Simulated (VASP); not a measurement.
A run of VASP 6.6.1 is set up as follows.

POSCAR

```
PbSe
1.0
    3.7843220000      0.0000000000      0.0000000000
    0.0000000000      3.7843220000      0.0000000000
    0.0000000000      0.0000000000      3.7843220000
Pb Se
1 1
Direct
    0.0000000000      0.0000000000      0.0000000000
    0.5000000000      0.5000000000      0.5000000000
```

Contents of INCAR.step1:

```
SYSTEM = PbSe
PREC     = Accurate       ! precision mode
ENCUT    = 520            ! plane-wave cutoff, eV
EDIFF    = 1E-5           ! SCF threshold, eV
ISMEAR   = -1             ! smearing method
SIGMA    = 0.05           ! smearing width, eV
LREAL    = .FALSE.        ! projectors in reciprocal space
LASPH    = .TRUE.         ! aspherical terms in the spheres
NELM     = 80             ! most SCF steps
ALGO     = Normal         ! electronic algorithm
ISIF     = 2              ! what is computed and relaxed
LWAVE    = .TRUE.         ! write WAVECAR
LCHARG   = .FALSE.        ! write CHGCAR
NBANDS   = 17             ! bands
GGA      = PE             ! functional
```

The input INCAR.step2:

```
SYSTEM = PbSe
PREC     = Accurate       ! precision mode
ENCUT    = 520            ! plane-wave cutoff, eV
EDIFF    = 1E-7           ! SCF threshold, eV
ISMEAR   = -1             ! smearing method
SIGMA    = 0.05           ! smearing width, eV
LREAL    = .FALSE.        ! projectors in reciprocal space
LASPH    = .TRUE.         ! aspherical terms in the spheres
NELM     = 80             ! most SCF steps
ALGO     = Normal         ! electronic algorithm
ISIF     = 2              ! what is computed and relaxed
LWAVE    = .FALSE.        ! write WAVECAR
LCHARG   = .FALSE.        ! write CHGCAR
GGA      = PE             ! functional
LHFCALC  = .TRUE.         ! exact exchange
AEXX     = 0.3            ! exact-exchange fraction
HFSCREEN = 0.2            ! screening, 1/A
PRECFOCK = Normal       
NBANDS   = 17             ! bands
ISTART   = 1
```

File KPOINTS:

```
Automatic mesh
0
G
  4 4 4
  0 0 0
```

Potentials or basis: VASP PAW PBE potentials, release 64 (Pb_d, Se).

Run with:

```console
$ cat potpaw_PBE.64/Pb_d/POTCAR potpaw_PBE.64/Se/POTCAR > POTCAR
$ cp INCAR.step1 INCAR
$ mpirun -np 1 vasp_std > vasp.out
$ cp INCAR.step2 INCAR
$ mpirun -np 1 vasp_std > vasp.out
```

Estimate the pressure.

-1.4 GPa.

Estimate the band gap on the k mesh.

zero (band 10 reaches 4.88 eV, above the bottom of band 11 at 4.70 eV).

Caveat: the k points lie up to 0.42 Å⁻¹ apart; the PAW data sets were made with another functional, which shifts forces and pressure a little; spin-orbit coupling is left out, which moves the levels of the heavy elements.
